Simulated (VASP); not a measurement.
Here is a VASP 6.6.1 calculation.

File INCAR:

```
  PREC = Accurate
  ENCUT = 520
  EDIFF = 1E-6
  ISMEAR = -1
  SIGMA = 0.05
  LREAL = False
  LASPH = True
  NELM = 80
  ALGO = Normal
  ISIF = 2
  LWAVE = False
  LCHARG = True
  GGA = CA
  LELF = True
  LVHAR = True
  NBANDS = 60
```

Contents of KPOINTS:

```
Automatic mesh
0
Gamma
  6 5 6
```

Contents of POSCAR:

```
TiO2
1.0
    4.5453495500      0.0000000000      0.0000000000
    0.0000000000      5.5196194400      0.0000000000
    0.0000000000      0.0000000000      4.9091968600
Ti O
4 8
Direct
    0.0000000000      0.1729909300      0.7500000000
    0.5000000000      0.3270090700      0.2500000000
    0.0000000000      0.8270090700      0.2500000000
    0.5000000000      0.6729909300      0.7500000000
    0.2714506200      0.3817246400      0.9186490800
    0.7714506200      0.1182753600      0.0813509200
    0.2285493800      0.1182753600      0.4186490800
    0.7285493800      0.3817246400      0.5813509200
    0.2714506200      0.6182753600      0.4186490800
    0.7714506200      0.8817246400      0.5813509200
    0.2285493800      0.8817246400      0.9186490800
    0.7285493800      0.6182753600      0.0813509200
```

Potentials or basis: VASP PAW LDA potentials, release 64 (Ti_sv, O).

Run with:

```console
$ cat potpaw_LDA.64/Ti_sv/POTCAR potpaw_LDA.64/O/POTCAR > POTCAR
$ mpirun -np 1 vasp_std > vasp.out
```

Question: Predict the band gap on the k mesh.

Answer: 2.52 eV, indirect (least direct gap 2.58 eV).

Question: What does it give for the largest force?

Answer: 0.099 eV/Å.

Question: Predict the pressure.

Answer: -8.2 GPa.

Forces in eV/Å, atoms in the order of the input:
```
Ti   0.000  0.021  0.000
Ti   0.000 -0.021  0.000
Ti   0.000 -0.021  0.000
Ti   0.000  0.021  0.000
O    0.047 -0.087 -0.003
O    0.047  0.087  0.003
O   -0.047  0.087 -0.003
O   -0.047 -0.087  0.003
O    0.047  0.087 -0.003
O    0.047 -0.087  0.003
O   -0.047 -0.087 -0.003
O   -0.047  0.087  0.003
```

A k mesh can miss the band edges. As with any semilocal functional, this LDA gap is likely too small.
